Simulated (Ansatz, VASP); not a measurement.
**AlRu: VASP beside Ansatz**

Contents of INCAR:

```
SYSTEM = AlRu
  ALGO = Fast
  EDIFF = 1E-6
  ENCUT = 520
  GGA = PE
  ISIF = 2
  ISMEAR = 0
  LASPH = .True.
  LCHARG = .False.
  LREAL = .False.
  LWAVE = .False.
  NBANDS = 25
  NELM = 100
  PREC = Accurate
  SIGMA = 0.15
```

The input KPOINTS:

```
k-points
0
Gamma
  14 14 8
  0 0 0
```

Contents of POSCAR:

```
AlRu
1.0
    3.0038895946      0.0000000000      0.0000000000
    0.0000000000      3.0038895946      0.0000000000
    0.0000000000      0.0000000000      6.0077791893
Al Ru
2 2
Direct
    0.0000000000      0.0000000000     -0.0024967629
    0.0000000000      0.0000000000      0.5024967629
    0.4784279688      0.5000000000      0.2500000000
    0.5215720312      0.5000000000      0.7500000000
```

Input for Ansatz:

```yaml
crystal:
  lattice:
    - [3.0038895946, 0.0, 0.0]
    - [0.0, 3.0038895946, 0.0]
    - [0.0, 0.0, 6.0077791893]
  atoms:
    - { symbol: Al, position: [0.0, 0.0, -0.0024967629] }
    - { symbol: Al, position: [0.0, 0.0, 0.5024967629] }
    - { symbol: Ru, position: [0.4784279688, 0.5, 0.25] }
    - { symbol: Ru, position: [0.5215720312, 0.5, 0.75] }
basis:
  ecutwfc: 420
kpoints:
  mp_grid: { grid: [14, 14, 8] }
hamiltonian:
  xc: pbe
  pseudopotentials: { kind: paw, azcp: { folder: soft_1 } }
scf:
  occupations: { method: gaussian, width: 0.15 }
output:
  forces: true
  stress: true
  eigenvalues: true
```

Change from the starting cell: mode 4 frozen in at -0.065 Å and mode 12 at -0.015 Å (largest displacements).

Alike in both runs: task single point; functional PBE; k mesh 14 × 14 × 8; occupations gaussian, width 0.15 eV; no spin polarisation.

|  | VASP | Ansatz |
| --- | --- | --- |
| version | VASP 6.6.1 | Ansatz 0.2.0 |
| potentials or method | VASP PAW PBE potentials, release 64 (Al, Ru_pv), cutoff 520 eV | scalar-relativistic, plane waves, PAW |
| valence electrons in the cell | 34 | 38 |

```tsv
	VASP	Ansatz	Ansatz less VASP
gap on the k mesh at the Fermi level (eV)	none	none	-
pressure (GPa)	0.4	0.4	0.00
traceless stress, the component that is largest in VASP (GPa)	0.12	0.12	0.000
rms of the force components (eV/Å)	0.247	0.246	-0.0014
```

Atom by atom the forces differ by 0.001 eV/Å (rms over components). A gap of «none» marks a metal or a gap that the smearing closes. With one functional, cell and mesh, what is left measures potentials, basis and numerics. VASP's potentials hold 34 valence electrons a cell and Ansatz's 38, so a difference there can come from the potentials and not from the codes.
